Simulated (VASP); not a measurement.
Here is a VASP 6.6.1 calculation.

INCAR

```
  PREC = Accurate
  ENCUT = 520
  EDIFF = 1E-6
  ISMEAR = 0
  SIGMA = 0.15
  LREAL = False
  LASPH = True
  NELM = 100
  ALGO = Normal
  ISIF = 2
  LWAVE = False
  LCHARG = False
  GGA = PS
  NBANDS = 16
```

KPOINTS

```
Automatic mesh
0
Gamma
  12 12 12
```

POSCAR

```
InSb
1.0
    0.0000000000      3.2391000000      3.3362730000
    3.2391000000      0.0000000000      3.3362730000
    3.2391000000      3.2391000000      0.0000000000
In Sb
1 1
Direct
    0.0000000000      0.0000000000      0.0000000000
    0.7500000000      0.7500000000      0.7500000000
```

Potentials or basis: VASP PAW PBE potentials, release 64 (In_d, Sb).

Command:

```sh
$ cat potpaw_PBE.64/In_d/POTCAR potpaw_PBE.64/Sb/POTCAR > POTCAR
$ mpirun -np 1 vasp_std > vasp.out
```

(1) Predict the pressure.

(2) What does it give for the band gap on the k mesh?

Results:

(1) -0.4 GPa.

(2) zero (filled and empty bands touch).

Caveat: the cell differs from its parent crystal (strain +0.0300 x Voigt [0, 0, 1, 0, 0, 0]); semilocal functionals underestimate gaps, and a narrow one can read as zero; the PAW data sets were made with another functional, which shifts forces and pressure a little; spin-orbit coupling is left out, which moves the levels of the heavy elements.
